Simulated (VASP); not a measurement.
A run of VASP 6.6.1:

File INCAR:

```
PREC = Accurate
ENCUT = 520
EDIFF = 1E-6
ISMEAR = 0
SIGMA = 0.05
LREAL = F
LASPH = T
NELM = 150
ALGO = Normal
ISIF = 2
LWAVE = F
LCHARG = F
ISPIN = 2
MAGMOM = 0 0 0 0 2
LORBIT = 11
LDIPOL = T
IDIPOL = 3
DIPOL = 0.5 0.5 0.321
GGA = PE
IVDW = 12
NBANDS = 34
```

Contents of KPOINTS:

```
Automatic mesh
0
Gamma
  7 7 1
```

Contents of POSCAR:

```
Sn2CO2
1.0
    3.8201708766      0.0000000000      0.0000000000
    0.0000000000      3.8201708766      0.0000000000
    0.0000000000      0.0000000000     17.8630360333
Sn O C
2 2 1
Direct
    0.5000000000      0.0000000000      0.2239261004
    0.0000000000      0.5000000000      0.3562124614
    0.0000000000      0.0000000000      0.2900692809
    0.5000000000      0.5000000000      0.2900692809
    0.0000000000      0.8750000000      0.4465195775
```

Potentials or basis: VASP PAW PBE potentials, release 64 (Sn_d, O, C).

Command:

```console
$ cat potpaw_PBE.64/Sn_d/POTCAR potpaw_PBE.64/O/POTCAR potpaw_PBE.64/C/POTCAR > POTCAR
$ mpirun -np 1 vasp_std > vasp.out
```

Hardware: 1 thread of Intel Xeon 8259CL, on a shared host.

Task: How long does it take, and how much memory?

Result: Wall time 12 min on 1 thread of Intel Xeon 8259CL, on a shared host, peak memory 0.52 GiB. Counts: scf iterations 25, k points 16.
